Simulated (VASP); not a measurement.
**SnSe2: single point with PBE**

Crystal: SnSe2.

```
Sn Se
1.0
     3.81100    0.00000    0.00000
    -1.90550    3.30042    0.00000
     0.00000    0.00000    6.13600
Sn Se
1 2
Direct
  0.00000 0.00000 0.00000
  0.33333 0.66667 0.24900
  0.66667 0.33333 0.75100
```

| Quantity | Value |
| --- | --- |
| Program | VASP 6.6.1 |
| Task | single point |
| Functional | PBE |
| Potentials or basis | VASP PAW PBE potentials, release 64 (Sn_d, Se) |
| Cutoff | 520 eV |
| k mesh | 12 × 12 × 6 |
| Occupations | gaussian, width 0.01 eV |
| Spin | no spin polarisation |
| Dipole correction | no |
| Further INCAR settings | ALGO = Normal; EDIFF = 1e-07; NBANDS = 20 |

The pressure is 5.6 GPa. The largest force is 0.806 eV/Å and the band gap on the k mesh is 0.72 eV, indirect (least direct gap 1.09 eV).

Forces in eV/Å, atoms in the order of the input:
```
Sn   0.000  0.000  0.000
Se   0.000  0.000  0.806
Se   0.000  0.000 -0.806
```

Stress tensor (GPa, compression positive):
```
5.11 0.00 0.00
0.00 5.11 0.00
0.00 0.00 6.63
```

Levels at points of the mesh, in eV from the valence-band top:
```
           k point  band 9  band 10  band 11  band 12  band 13  band 14  band 15  band 16  band 17  band 18
(0.00, 0.00, 0.00)   -0.74    -0.74    -0.43    -0.43    -0.04     1.05     2.90     4.60     4.60     8.09
(0.50, 0.00, 0.00)   -4.52    -2.94    -2.72    -1.24    -0.35     1.11     3.76     5.41     5.45     7.23
(0.00, 0.00, 0.50)   -2.08    -0.83    -0.83    -0.28    -0.28     2.41     2.88     4.33     4.33     8.13
(0.50, 0.00, 0.50)   -4.96    -2.56    -2.03    -0.88    -0.73     0.83     4.22     4.81     5.80     6.31
```

Run time: 2.4 min on 1 thread of AMD EPYC 9R45 (Zen 5), on a shared host, peak memory 0.25 GiB.

Caveat: spin-orbit coupling is left out, which moves the levels of the heavy elements; this functional lacks dispersion, which binds the layers, so the pressure and a relaxed spacing across them are unreliable. A k mesh can miss the band edges.
